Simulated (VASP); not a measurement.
Runs of VASP 6.6.1 on Pt. The structure is cubic, space group Im-3m (No. 229). The conventional cell has a = 3.168 Å, b = 3.168 Å, c = 3.168 Å, α = 90.00°, β = 90.00°, γ = 90.00°. Within 3.6 Å of Pt (site symmetry m-3m) lie 14 Pt at 2.74 to 3.17 Å. This isn't the form of Pt at room conditions, which is fcc.

| smearing | gap on the mesh (eV) | pressure (GPa) |
| --- | --- | --- |
| gaussian 0.3 eV | none | (a) |
| gaussian 0.2 eV | none | -6.1 |
| gaussian 0.05 eV | none | -6.2 |
| gaussian 0.1 eV | none | -6.2 |

Alike in all rows: task single point; level r2SCAN; potentials or basis VASP PAW PBE potentials, release 64 (Pt); no spin polarisation; cell as given; k mesh 15 × 15 × 15; cutoff (eV) 550.

Question: Estimate the missing entries.

Answer: (a) -5.9.

Caveats: the cell stands under tension; the PAW data sets were made with another functional, which shifts forces and pressure a little; spin-orbit coupling is left out, which moves the levels of the heavy elements; so wide a smearing shifts energies and pressures (at least some runs).

A k mesh can miss the band edges, and the runs leave out spin-orbit coupling on Pt.

A gap of «none» marks levels without a gap at the run's occupations.
